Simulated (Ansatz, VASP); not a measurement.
**Al: VASP beside Ansatz**

The input INCAR:

```
  ALGO = Normal
  EDIFF = 1E-6
  ENCUT = 520
  GGA = PS
  ISIF = 2
  ISMEAR = -1
  LASPH = T
  LCHARG = F
  LREAL = F
  LWAVE = F
  NBANDS = 8
  NELM = 100
  PREC = Accurate
  SIGMA = 0.05
```

The input KPOINTS:

```
k-points
0
Gamma
  14 14 14
```

POSCAR

```
Al
1.0
    0.0000000000      2.0103958323      2.0103958323
    2.0103958323      0.0000000000      2.0103958323
    2.0103958323      2.0103958323      0.0000000000
Al
1
Direct
    0.0000000000      0.0000000000      0.0000000000
```

Input for Ansatz:

```yaml
crystal:
  lattice:
    - [0.0, 2.0103958323, 2.0103958323]
    - [2.0103958323, 0.0, 2.0103958323]
    - [2.0103958323, 2.0103958323, 0.0]
  atoms:
    - { symbol: Al, position: [0.0, 0.0, 0.0] }
kpoints:
  mp_grid: { grid: [14, 14, 14] }
  band_path:
    path:
      - [0.0, 0.0, 0.0]
      - [0.5, 0.0, 0.5]
      - [0.625, 0.25, 0.625]
      - [0.375, 0.375, 0.75]
      - [0.0, 0.0, 0.0]
      - [0.5, 0.5, 0.5]
      - [0.5, 0.25, 0.75]
      - [0.5, 0.0, 0.5]
    npoints: 5
scf:
  occupations: { method: fermi_dirac, width: 0.05 }
hamiltonian:
  xc: pbesol
  pseudopotentials: { kind: all_electron, lapw: { basis_error: 0.001 } }
output:
  forces: true
  stress: true
  eigenvalues: true
```

Change from the starting cell: volume scaled by 0.98.

Alike in both runs: task single point; functional PBEsol; k mesh 14 × 14 × 14; occupations fermi-dirac, width 0.05 eV; no spin polarisation.

|  | VASP | Ansatz |
| --- | --- | --- |
| version | VASP 6.6.1 | Ansatz 0.2.0 |
| potentials or method | VASP PAW PBE potentials, release 64 (Al), cutoff 520 eV | all-electron LAPW, scalar-relativistic |

VASP gave:

| Item | Value |
| --- | --- |
| pressure (GPa) | -0.5 |

Problem. Estimate Ansatz's values.

Solution. Pressure (GPa): -0.6.

VASP's potentials were made for PBE, not for PBEsol. Ansatz ran all-electron here, and VASP with PAW potentials.
